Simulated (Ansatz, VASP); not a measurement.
## One calculation of CaSe, two programs

File INCAR:

```
  PREC = Accurate
  ENCUT = 500
  EDIFF = 1E-6
  ISMEAR = 0
  SIGMA = 0.1
  LREAL = False
  LASPH = True
  NELM = 120
  ALGO = Normal
  ISIF = 2
  LWAVE = False
  LCHARG = True
  GGA = CA
  LELF = True
  LVHAR = True
  NBANDS = 15
  GGA_COMPAT = False
```

The input KPOINTS:

```
regular mesh
0
Gamma
  6 6 6
```

Contents of POSCAR:

```
CaSe
1.0
    0.0000000000      2.9450000000      2.9450000000
    2.9450000000      0.0000000000      2.9450000000
    2.9450000000      2.9450000000      0.0000000000
Ca Se
1 1
Direct
    0.0000000000      0.0000000000      0.0000000000
    0.5000000000      0.5000000000      0.5000000000
```

Input for Ansatz:

```yaml
crystal:
  lattice:
    - [0.0, 2.945, 2.945]
    - [2.945, 0.0, 2.945]
    - [2.945, 2.945, 0.0]
  atoms:
    - { symbol: Ca, position: [0.0, 0.0, 0.0] }
    - { symbol: Se, position: [0.5, 0.5, 0.5] }
basis:
  ecutwfc: 420
kpoints:
  mp_grid: { grid: [6, 6, 6] }
hamiltonian:
  xc: lda
  pseudopotentials: { kind: paw, azcp: { folder: soft_1 } }
scf:
  occupations: { method: gaussian, width: 0.1 }
output:
  forces: true
  stress: true
  eigenvalues: true
```

Alike in both runs: task single point; functional LDA; k mesh 6 × 6 × 6; occupations gaussian, width 0.1 eV; no spin polarisation.

|  | VASP | Ansatz |
| --- | --- | --- |
| version | VASP 6.6.1 | Ansatz 0.2.0 |
| potentials or method | VASP PAW LDA potentials, release 64 (Ca_sv, Se), cutoff 500 eV | scalar-relativistic, plane waves, PAW |
| valence electrons in the cell | 16 | 26 |

VASP gave:

* gap on the k mesh at the Fermi level (eV): 1.83
* least direct gap on the mesh (eV): 2.79
* pressure (GPa): -2.4

Question: What did Ansatz give for the same quantities?

Answer: gap on the k mesh at the Fermi level (eV): 1.85; least direct gap on the mesh (eV): 2.80; pressure (GPa): -2.6.

Ansatz warns that its potentials were made for another functional, while VASP's fit it. LDA's correlation is that of Perdew and Zunger in VASP and of Perdew and Wang (1992) in Ansatz. VASP's potentials hold 16 valence electrons a cell and Ansatz's 26, so a difference there can come from the potentials and not from the codes.
